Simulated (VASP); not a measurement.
Runs of VASP 6.6.1 on Au. The structure is that of space group I4/mmm (No. 139), or close to it. The cells are those of the table. 

```csv
cell,gap on the mesh (eV),pressure (GPa)
"a = 2.779, b = 2.779, c = 2.893 Å, angles 58.6, 58.6, 62.7°, 1 atom",none,16.7
"a = 2.902, b = 2.902, c = 3.124 Å, angles 57.4, 57.4, 65.1°, 1 atom",none,-10.6
"a = 2.902, b = 2.902, c = 2.661 Å, angles 62.7, 62.7, 54.6°, 1 atom",none,(b)
"a = 2.895, b = 2.895, c = 3.008 Å, angles 58.7, 58.7, 62.6°, 1 atom",none,(a)
"a = 2.840, b = 2.840, c = 3.008 Å, angles 58.0, 58.0, 64.0°, 1 atom",none,-0.1
"a = 2.956, b = 2.956, c = 2.777 Å, angles 62.0, 62.0, 56.0°, 1 atom",none,0.4
```

Alike in all rows: task single point; level PBEsol; potentials or basis VASP PAW PBE potentials, release 64 (Au); no spin polarisation; k mesh 20 × 20 × 20; cutoff (eV) 520; smearing gaussian 0.15 eV.

**Question.** Fill in the values left out.

**Answer.** (a) -6.7; (b) 20.9.

Caveats: the PAW data sets were made with another functional, which shifts forces and pressure a little; spin-orbit coupling is left out, which moves the levels of the heavy elements; the cell stands under pressure (at least some runs); the cell stands under tension (at least some runs).

A k mesh can miss the band edges, and the runs leave out spin-orbit coupling on Au.

A gap of «none» marks levels without a gap at the run's occupations.
